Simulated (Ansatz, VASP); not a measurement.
**Al in VASP and in Ansatz**

```
CELL_PARAMETERS angstrom
-1.40985 2.88876 4.31134
1.40985 -2.88876 4.31134
1.40985 2.88876 -4.31134
ATOMIC_POSITIONS crystal
Al 0.73563 0.00000 0.73563
Al 0.26437 0.00000 0.26437
Al 0.21804 0.71804 0.50000
Al 0.78196 0.28196 0.50000
```

Alike in both runs: task relaxation of cell and atoms; functional PBE; k mesh 18 × 18 × 18; occupations gaussian, width 0.1 eV; no spin polarisation.

|  | VASP | Ansatz |
| --- | --- | --- |
| version | VASP 6.6.1 | Ansatz 0.2.0 |
| potentials or method | VASP PAW PBE potentials, release 64 (Al), cutoff 600 eV | scalar-relativistic, plane waves, PAW |
| valence electrons in the cell | 12 | 12 |

VASP gave:

- gap on the k mesh at the Fermi level, each at its own relaxed structure (eV): none
- relaxed volume (Å³/atom): 17.40
- relaxed length of the cell vector where the two differ most in proportion (Å): 5.443

**Question.** Estimate Ansatz's values.

**Answer.** gap on the k mesh at the Fermi level, each at its own relaxed structure (eV): none; relaxed volume (Å³/atom): 17.40; relaxed length of the cell vector where the two differ most in proportion (Å): 5.444.

A gap of «none» marks a metal or a gap that the smearing closes.
